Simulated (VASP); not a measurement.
# Ge (I4_1/amd) in VASP: further runs, part 2 of 2

VASP 6.6.1. Earlier steps stand in the parts before.

## Step 3: Single point, LDA (23.39 Å³/atom)

The input, INCAR:

```
PREC = Accurate
ENCUT = 520
EDIFF = 1E-6
ISMEAR = 0
SIGMA = 0.15
LREAL = F
LASPH = T
NELM = 80
ALGO = Normal
ISIF = 2
LWAVE = F
LCHARG = F
NBANDS = 21
```

The input, KPOINTS:

```
regular mesh
0
Gamma
  16 16 16
```

The input, POSCAR:

```
Ge
1.0
    0.0000000000      2.6916753428      3.2289337413
    2.6916753428      0.0000000000      3.2289337413
    2.6916753428      2.6916753428      0.0000000000
Ge
2
Direct
    0.5000000000      0.5000000000      0.5000000000
    0.7500000000      0.7500000000      0.7500000000
```

Potentials or basis: VASP PAW LDA potentials, release 64 (Ge_d).

Run with:

```console
$ cat potpaw_LDA.64/Ge_d/POTCAR > POTCAR
$ mpirun -np 1 vasp_std > vasp.out
```

OUTCAR:

```text
PREC = Accurate
   ENCUT = 520
   EDIFF = 1E-6
   ISMEAR = 0
   LREAL = F
   LASPH = T
   NELM = 80
   ISIF = 2

 ion  position               nearest neighbor table
   1  0.500  0.500  0.500-   2 2.50   2 2.50   2 2.50   2 2.50
   2  0.750  0.750  0.750-   1 2.50   1 2.50   1 2.50   1 2.50

  LATTYP: Found a body centered tetragonal cell.
 ALAT       =     3.8066037753
 C/A-ratio  =     1.6964905895

  Lattice vectors:

 A1 = (  -2.6916753428,   0.0000000000,   3.2289337413)
 A2 = (   2.6916753428,   0.0000000000,   3.2289337413)
 A3 = (   0.0000000000,   2.6916753428,  -3.2289337413)

Analysis of symmetry for initial positions (statically):
=====================================================================
 Subroutine PRICEL returns:
 Original cell was already a primitive cell.

 Routine SETGRP: Setting up the symmetry group for a
 body centered tetragonal supercell.

 Subroutine GETGRP returns: Found 16 space group operations
 (whereof  8 operations were pure point group operations)
 out of a pool of 16 trial point group operations.

The static configuration has the point symmetry D_2d.
 The point group associated with its full space group is D_4h.

Analysis of symmetry for dynamics (positions and initial velocities):
=====================================================================
 Subroutine PRICEL returns:
 Original cell was already a primitive cell.

 Routine SETGRP: Setting up the symmetry group for a
 body centered tetragonal supercell.

 Subroutine GETGRP returns: Found 16 space group operations
 (whereof  8 operations were pure point group operations)
 out of a pool of 16 trial point group operations.

The dynamic configuration has the point symmetry D_2d.
 The point group associated with its full space group is D_4h.

 Subroutine INISYM returns: Found 16 space group operations
 (whereof  8 operations are pure point group operations),
 and found     1 'primitive' translations

----------------------------------------------------------------------------------------

                                     Primitive cell

  volume of cell :      46.7880

  direct lattice vectors                    reciprocal lattice vectors
     0.000000000  2.691675343  3.228933741    -0.185757915  0.185757915  0.154849879
     2.691675343  0.000000000  3.228933741     0.185757915 -0.185757915  0.154849879
     2.691675343  2.691675343  0.000000000     0.185757915  0.185757915 -0.154849879

  length of vectors
     4.203704230  4.203704230  3.806603775     0.304943423  0.304943423  0.304943423

  position of ions in fractional coordinates (direct lattice)
     0.500000000  0.500000000  0.500000000
     0.750000000  0.750000000  0.750000000

  ion indices of the primitive-cell ions
   primitive index   ion index
                 1           1
                 2           2

----------------------------------------------------------------------------------------

 KPOINTS: regular mesh

Automatic generation of k-mesh.
 Grid dimensions read from file:
 generate k-points for:   16   16   16

 Generating k-lattice:

  Cartesian coordinates                     Fractional coordinates (reciprocal lattice)
    -0.011609870  0.011609870  0.009678117     0.062500000  0.000000000  0.000000000
     0.011609870 -0.011609870  0.009678117     0.000000000  0.062500000  0.000000000
     0.011609870  0.011609870 -0.009678117    -0.000000000 -0.000000000  0.062500000

  Length of vectors
     0.019058964  0.019058964  0.019058964

  Shift w.r.t. Gamma in fractional coordinates (k-lattice)
     0.000000000  0.000000000  0.000000000

 Subroutine IBZKPT returns following result:
 ===========================================

 Found    349 irreducible k-points:

 Following reciprocal coordinates:
            Coordinates               Weight
  0.000000  0.000000  0.000000      1.000000
  0.062500  0.000000  0.000000      8.000000
  0.125000  0.000000  0.000000      8.000000
  0.187500  0.000000  0.000000      8.000000
  0.250000  0.000000  0.000000      8.000000
  0.312500 -0.000000  0.000000      8.000000
[... 16 lines left out ...]
 -0.125000  0.062500  0.000000      8.000000
 -0.062500  0.062500  0.000000      4.000000
 [... further k-points ...]
   k-points           NKPTS =    349   k-points in BZ     NKDIM =    349   number of bands    NBANDS=     21
   number of dos      NEDOS =    301   number of ions     NIONS =      2
   total plane-waves  NPLWV =  28672
   dimension x,y,z NGX =    32 NGY =   32 NGZ =   28
   dimension x,y,z NGXF=    64 NGYF=   64 NGZF=   56
   ions per type =               2
   NGX,Y,Z   is equivalent  to a cutoff of  12.66, 12.66, 12.23 a.u.
   NGXF,Y,Z  is equivalent  to a cutoff of  25.31, 25.31, 24.46 a.u.
 SYSTEM =  unknown system
   PREC   = accura    normal or accurate (medium, high low for compatibility)
   ISTART =      0    job   : 0-new  1-cont  2-samecut
   ICHARG =      2    charge: 1-file 2-atom 10-const
   ISPIN  =      1    spin polarized calculation?
   LNONCOLLINEAR =      F non collinear calculations
   LSORBIT =      F    spin-orbit coupling
   LASPH  =      T    aspherical Exc in radial PAW
   ENCUT  =  520.0 eV  38.22 Ry    6.18 a.u.   7.82  7.82  7.08*2*pi/ulx,y,z
   NELM   =     80;   NELMIN=  2; NELMDL= -5     # of ELM steps
   EDIFF  = 0.1E-05   stopping-criterion for ELM
   LREAL  =      F    real-space projection
   EDIFFG = 0.1E-04   stopping-criterion for IOM
   NSW    =      0    number of steps for IOM
   IBRION =     -1    ionic relax: 0-MD 1-quasi-New 2-CG
   NFREE  =      0    steps in history (QN), initial steepest desc. (CG)
   ISIF   =      2    stress and relaxation
   ISYM   =      2    0-nonsym 1-usesym 2-fastsym
   POTIM  = 0.5000    time-step for ionic-motion
   TEBEG  =    0.0;   TEEND  =   0.0 temperature during run
   PSTRESS=    0.0 pullay stress
   NELECT =      28.0000    total number of electrons
   NUPDOWN=      -1.0000    fix difference up-down
   EMIN   =  10.00;   EMAX   =-10.00  energy-range for DOS
   EFERMI =   0.00;   METHOD = LEGACY
   ISMEAR =     0;   SIGMA  =   0.15  broadening in eV -4-tet -1-fermi 0-gaus
   EFERMI_NEDOS =   21; number of points for ismear=-14 and -15
   IALGO  =     38    algorithm
   IMIX   =      4    mixing-type and parameters
     AMIX     =   0.40;   BMIX     =  1.00
     AMIX_MAG =   1.60;   BMIX_MAG =  1.00
  volume/ion in A,a.u.               =      23.39       157.87
  Fermi-wavevector in a.u.,A,eV,Ry     =   1.379588  2.607043 25.895459  1.903263
  Thomas-Fermi vector in A             =   2.504543
   LORBIT       =      0    0 simple, 1 ext, 2 COOP (PROOUT), +10 PAW based schemes
   GGA     = CA    functional components
   LHFCALC =     F    Hartree Fock is set to
   AEXX    =    0.0000 exact exchange contribution
   IVDW    =     0    specifies the selected vdW correction
   LEPSILON=     F    determine dielectric tensor
   LRPA    =     F    only Hartree local field effects (RPA)
 non-spin polarized calculation
 Gauss-broadening in eV      SIGMA  =   0.15
  energy-cutoff  :      520.00
  volume of cell :       46.79
 maximum number of plane-waves:      1276
   NGX = 15   NGY = 15   NGZ = 15

 number of electron      28.0000011 magnetization

 Free energy of the ion-electron system (eV)
  ---------------------------------------------------
  ext. energy  EPLUGINS =         0.00000000
  ---------------------------------------------------
  free energy    TOTEN  =       -10.11336623 eV

  energy without entropy =      -10.10953103  energy(sigma->0) =      -10.11144863

 E-fermi :   4.4806     XC(G=0): -10.1653

 val. band max:        4.4716913740   @ k =   0.3750   0.0000   0.3750
 cond. band min:       4.4815089777   @ k =  -0.4375   0.0000   0.0625
 fundamental gap:      0.0098176037
 Fermi energy:         4.4805902851

 k-point     1 :       0.0000    0.0000    0.0000
  band No.  band energies     occupation
      1     -20.4825      2.00000
      2     -20.4825      2.00000
      3     -20.4519      2.00000
      4     -20.4426      2.00000
      5     -20.4346      2.00000
      6     -20.3040      2.00000
[... 13 lines left out ...]
     20      11.8500      0.00000
     21      12.8836      0.00000
[... 529 lines left out ...]
 k-point    24 :      -0.0625    0.0625    0.0000
  band No.  band energies     occupation
      1     -20.4885      2.00000
      2     -20.4788      2.00000
      3     -20.4537      2.00000
      4     -20.4381      2.00000
      5     -20.4276      2.00000
      6     -20.2992      2.00000
[... 13 lines left out ...]
     20      12.2112      0.00000
     21      13.4272      0.00000

 [... further k-points ...]

------------------------ aborting loop because EDIFF is reached ----------------------------------------

  FORCE on cell =-STRESS in cart. coord.  units (eV):
  Direction    XX          YY          ZZ          XY          YZ          ZX
  --------------------------------------------------------------------------------------
  -------------------------------------------------------------------------------------
  Total        0.5780032      0.5780032     -3.6266197      0.0000000      0.0000000     -0.0000000
  in kB       19.7927597     19.7927597   -124.1875664      0.0000000      0.0000000     -0.0000000
  external PRESSURE =     -28.2006823 kB  Pullay stress =       0.0000000 kB

 VOLUME and BASIS-vectors are now :
 -----------------------------------------------------------------------------
  energy-cutoff  :      520.00
  volume of cell :       46.79
      direct lattice vectors                 reciprocal lattice vectors
     0.000000000  2.691675343  3.228933741    -0.185757915  0.185757915  0.154849879
     2.691675343  0.000000000  3.228933741     0.185757915 -0.185757915  0.154849879
     2.691675343  2.691675343  0.000000000     0.185757915  0.185757915 -0.154849879

 POSITION                                       TOTAL-FORCE (eV/Angst)
 -----------------------------------------------------------------------------------
      2.69168      2.69168      3.22893        -0.000000     -0.000000     -0.000000
      4.03751      4.03751      4.84340         0.000000      0.000000      0.000000
 -----------------------------------------------------------------------------------
    total drift:                               -0.000000     -0.000000      0.000000

  FREE ENERGIE OF THE ION-ELECTRON SYSTEM (eV)
  ---------------------------------------------------
  free  energy   TOTEN  =       -10.1133662345 eV

  energy  without entropy=      -10.1095310264  energy(sigma->0) =      -10.11144863
```

OSZICAR:

```text
N       E                     dE             d eps       ncg     rms          rms(c)
DAV:   1     0.193400288955E+03    0.19340E+03   -0.14754E+04 16293   0.355E+03
DAV:   2     0.180287157502E+02   -0.17537E+03   -0.16994E+03 14708   0.615E+02
DAV:   3    -0.931667558546E+01   -0.27345E+02   -0.27139E+02 16936   0.144E+02
DAV:   4    -0.102445895709E+02   -0.92791E+00   -0.92737E+00 16518   0.311E+01
DAV:   5    -0.102597778174E+02   -0.15188E-01   -0.15188E-01 16713   0.438E+00    0.299E+00
DAV:   6    -0.101616335901E+02    0.98144E-01   -0.32533E-02 16472   0.180E+00    0.170E+00
DAV:   7    -0.101127316439E+02    0.48902E-01   -0.65365E-02 15353   0.215E+00    0.126E-01
DAV:   8    -0.101133331360E+02   -0.60149E-03   -0.60480E-03 16933   0.101E+00    0.521E-02
DAV:   9    -0.101133699721E+02   -0.36836E-04   -0.96349E-05 17919   0.901E-02    0.133E-02
DAV:  10    -0.101133662271E+02    0.37450E-05   -0.11853E-05 20265   0.537E-02    0.516E-03
DAV:  11    -0.101133662345E+02   -0.74078E-08   -0.60015E-07 10001   0.775E-03
   1 F= -.10113366E+02 E0= -.10111449E+02  d E =-.383521E-02
```

Wall time 2.7 min (1 thread of AMD EPYC 7R13 (Zen 3), shared host); peak memory 0.33 GiB.

Results:

| Item | Value |
| --- | --- |
| Free energy | -10.1134 eV |
| Pressure | -2.8 GPa |
| Band gap on the k mesh | zero (bands 14 and 15 overlap by 0.98 eV) |

Stress tensor (GPa, compression positive):
```
  1.98   0.00   0.00
  0.00   1.98   0.00
  0.00   0.00 -12.42
```

## Step 4: Single point, LDA (23.39 Å³/atom)

The input, INCAR:

```
SYSTEM = Ge
PREC = Accurate
ENCUT = 520
EDIFF = 1E-6
ISMEAR = 0
SIGMA = 0.15
LREAL = .FALSE.
LASPH = .TRUE.
NELM = 100
ALGO = Normal
ISIF = 2
LWAVE = .FALSE.
LCHARG = .FALSE.
NBANDS = 21
```

The input, KPOINTS:

```
regular mesh
0
G
  16 16 16
  0 0 0
```

The input, POSCAR:

```
Ge
1.0
    0.0000000000      2.9184767468      2.7465784664
    2.9184767468      0.0000000000      2.7465784664
    2.9184767468      2.9184767468      0.0000000000
Ge
2
Direct
    0.5000000000      0.5000000000      0.5000000000
    0.7500000000      0.7500000000      0.7500000000
```

Potentials or basis: VASP PAW LDA potentials, release 64 (Ge_d).

Run with:

```console
$ cat potpaw_LDA.64/Ge_d/POTCAR > POTCAR
$ mpirun -np 1 vasp_std > vasp.out
```

OUTCAR:

```text
SYSTEM = Ge
   PREC = Accurate
   ENCUT = 520
   EDIFF = 1E-6
   ISMEAR = 0
   LREAL = .FALSE.
   LASPH = .TRUE.
   NELM = 100
   ISIF = 2

 ion  position               nearest neighbor table
   1  0.500  0.500  0.500-   2 2.48   2 2.48   2 2.48   2 2.48
   2  0.750  0.750  0.750-   1 2.48   1 2.48   1 2.48   1 2.48

  LATTYP: Found a body centered tetragonal cell.
 ALAT       =     4.1273493968
 C/A-ratio  =     1.3309163835

  Lattice vectors:

 A1 = (   0.0000000000,  -2.9184767468,  -2.7465784664)
 A2 = (   0.0000000000,   2.9184767468,  -2.7465784664)
 A3 = (   2.9184767468,   0.0000000000,   2.7465784664)

Analysis of symmetry for initial positions (statically):
=====================================================================
 Subroutine PRICEL returns:
 Original cell was already a primitive cell.

 Routine SETGRP: Setting up the symmetry group for a
 body centered tetragonal supercell.

 Subroutine GETGRP returns: Found 16 space group operations
 (whereof  8 operations were pure point group operations)
 out of a pool of 16 trial point group operations.

The static configuration has the point symmetry D_2d.
 The point group associated with its full space group is D_4h.

[... 160 lines left out ...]
  energy without entropy =      -10.34480569  energy(sigma->0) =      -10.34530558

 E-fermi :   4.4113     XC(G=0): -10.1387

 val. band max:        4.3933169365   @ k =  -0.0625  -0.0000   0.0625
 cond. band min:       4.4415912397   @ k =   0.0625   0.0000   0.0000
 fundamental gap:      0.0482743032
 Fermi energy:         4.4112523926

 k-point     1 :       0.0000    0.0000    0.0000
  band No.  band energies     occupation
      1     -20.4962      2.00000
      2     -20.4823      2.00000
      3     -20.4823      2.00000
      4     -20.4551      2.00000
      5     -20.4503      2.00000
      6     -20.2693      2.00000
[... 565 lines left out ...]
     20      12.4189      0.00000
     21      13.1288      0.00000

 [... further k-points ...]

------------------------ aborting loop because EDIFF is reached ----------------------------------------

  FORCE on cell =-STRESS in cart. coord.  units (eV):
  Direction    XX          YY          ZZ          XY          YZ          ZX
  --------------------------------------------------------------------------------------
  -------------------------------------------------------------------------------------
  Total       -1.2865563     -1.2865563     -0.1688916      0.0000000      0.0000000      0.0000000
  in kB      -44.0559837    -44.0559837     -5.7834125      0.0000000      0.0000000      0.0000000
  external PRESSURE =     -31.2984600 kB  Pullay stress =       0.0000000 kB

 VOLUME and BASIS-vectors are now :
 -----------------------------------------------------------------------------
  energy-cutoff  :      520.00
  volume of cell :       46.79
      direct lattice vectors                 reciprocal lattice vectors
     0.000000000  2.918476747  2.746578466    -0.171322249  0.171322249  0.182044681
     2.918476747  0.000000000  2.746578466     0.171322249 -0.171322249  0.182044681
     2.918476747  2.918476747  0.000000000     0.171322249  0.171322249 -0.182044681

 POSITION                                       TOTAL-FORCE (eV/Angst)
 -----------------------------------------------------------------------------------
      2.91848      2.91848      2.74658         0.000000      0.000000      0.000000
      4.37772      4.37772      4.11987        -0.000000     -0.000000      0.000000
 -----------------------------------------------------------------------------------
    total drift:                                0.000000     -0.000000     -0.000000

  FREE ENERGIE OF THE ION-ELECTRON SYSTEM (eV)
  ---------------------------------------------------
  free  energy   TOTEN  =       -10.3458054699 eV

  energy  without entropy=      -10.3448056851  energy(sigma->0) =      -10.34530558
```

It took 2.5 min on 1 thread of AMD EPYC 7R13 (Zen 3), shared host; peak memory 0.33 GiB.

What came out:

```yaml
Free_energy: -10.3458 eV
Pressure: -3.1 GPa
Band_gap_on_the_k_mesh: zero (bands 14 and 15 overlap by 0.12 eV)
```

Stress tensor (GPa, compression positive):
```
-4.41  0.00  0.00
 0.00 -4.41  0.00
 0.00  0.00 -0.58
```

Levels at points of the mesh, in eV from the Fermi level:
| k point | band 11 | band 12 | band 13 | band 14 | band 15 | band 16 | band 17 | band 18 |
| --- | --- | --- | --- | --- | --- | --- | --- | --- |
| (0.00, 0.00, 0.00) | -12.55 | -0.47 | -0.14 | -0.14 | 0.28 | 2.33 | 2.63 | 2.63 |
| (0.50, 0.00, 0.00) | -10.54 | -7.49 | -1.60 | -1.10 | -0.09 | 3.52 | 3.94 | 6.99 |
| (0.50, 0.50, 0.00) | -8.62 | -8.62 | -3.23 | -3.23 | 0.41 | 0.41 | 9.17 | 9.17 |
| (0.50, 0.00, 0.50) | -8.89 | -8.89 | -2.81 | -2.81 | 0.86 | 0.86 | 8.93 | 8.93 |

Caveat: the cell stands under tension; semilocal functionals underestimate gaps, so a narrow gap can read as zero.

## Step 5: Overview

| cell | gap on the mesh (eV) | pressure (GPa) |
| --- | --- | --- |
| a = 3.956, b = 3.956, c = 4.298 Å, angles 57.1, 57.1, 65.8°, 2 atoms | none | -3.5 |
| a = 4.204, b = 4.204, c = 3.807 Å, angles 63.1, 63.1, 53.8°, 2 atoms | none | -2.8 |
| a = 4.008, b = 4.008, c = 4.127 Å, angles 59.0, 59.0, 62.0°, 2 atoms | none | -3.1 |

Alike in all rows: task single point; level LDA; potentials or basis VASP PAW LDA potentials, release 64 (Ge_d); no spin polarisation; k mesh 16 × 16 × 16; cutoff (eV) 520; smearing gaussian 0.15 eV.

Caveats: the cell stands under tension (at least some runs); semilocal functionals underestimate gaps, so a narrow gap can read as zero (at least some runs).

Absolute energies hang on the potentials; compare differences alone.
